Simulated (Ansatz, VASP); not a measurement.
## ZrS in VASP and in Ansatz

```
Zr S
1.0
     0.00000    2.61463    2.61463
     2.61463    0.00000    2.61463
     2.61463    2.61463    0.00000
Zr S
1 1
Direct
  0.00000 0.00000 0.00000
  0.50000 0.50000 0.50000
```

Alike in both runs: functional r2SCAN; k mesh 6 × 6 × 6; occupations gaussian, width 0.1 eV; no spin polarisation.

Ansatz relaxed the structure, and its values are those at the end. VASP's run is a single point on that final structure, the one shown.

|  | VASP | Ansatz |
| --- | --- | --- |
| version | VASP 6.6.1 | Ansatz 0.2.0 |
| potentials or method | VASP PAW PBE potentials, release 64 (Zr_sv, S), cutoff 520 eV | scalar-relativistic, plane waves, PAW |
| valence electrons in the cell | 18 | 18 |

|  | VASP | Ansatz | Ansatz less VASP |
| --- | --- | --- | --- |
| gap on the k mesh at the Fermi level (eV) | none | none | - |
| pressure (GPa) | 0.0 | 0.0 | +0.01 |

VASP's potentials were made for PBE, not for r2SCAN. A gap of «none» marks a metal or a gap that the smearing closes. With one functional, cell and mesh, what is left measures potentials, basis and numerics.
